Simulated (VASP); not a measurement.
Sn2F:

```
CELL_PARAMETERS angstrom
5.19481 0.00000 0.00000
0.00000 5.19481 0.00000
0.00000 0.00000 5.19481
ATOMIC_POSITIONS crystal
Sn 0.25000 0.25000 0.25000
Sn 0.25000 0.75000 0.75000
Sn 0.75000 0.75000 0.25000
Sn 0.75000 0.25000 0.75000
F 0.00000 0.00000 0.00000
F 0.50000 0.50000 0.50000
```

| Quantity | Value |
| --- | --- |
| Program | VASP 6.6.1 |
| Task | relaxation of cell and atoms |
| Functional | PBE |
| Potentials or basis | VASP PAW PBE potentials, release 64 (Sn_d, F) |
| Cutoff | 600 eV |
| k mesh | 4 × 4 × 4 |
| Occupations | gaussian, width 0.1 eV |
| Spin | no spin polarisation |

At the start: pressure 7.3 GPa; volume 23.36 Å³/atom.

Task: How do energy, volume and symmetry change on relaxing?

Result: Over 3 steps the energy falls by 68.4 meV/atom and the volume is 26.74 Å³/atom (+14.5 %); space group Pn-3m (No. 224, to 0.1 Å) before and after.

Step by step:
```csv
step,energy change (eV),largest force (eV/Å),pressure (GPa),volume (Å³)
1,0.0000,0.0000,7.26,140.19
2,-0.4066,0.0000,-0.54,162.79
3,-0.4101,0.0000,0.06,160.46
```

Final structure:
```xyz
6
Lattice="5.4341 0.0000 0.0000 0.0000 5.4341 0.0000 0.0000 0.0000 5.4341" Properties=species:S:1:pos:R:3 pbc="T T T"
Sn    1.3585    1.3585    1.3585
Sn    1.3585    4.0756    4.0756
Sn    4.0756    4.0756    1.3585
Sn    4.0756    1.3585    4.0756
F     0.0000    0.0000    0.0000
F     2.7170    2.7170    2.7170
```
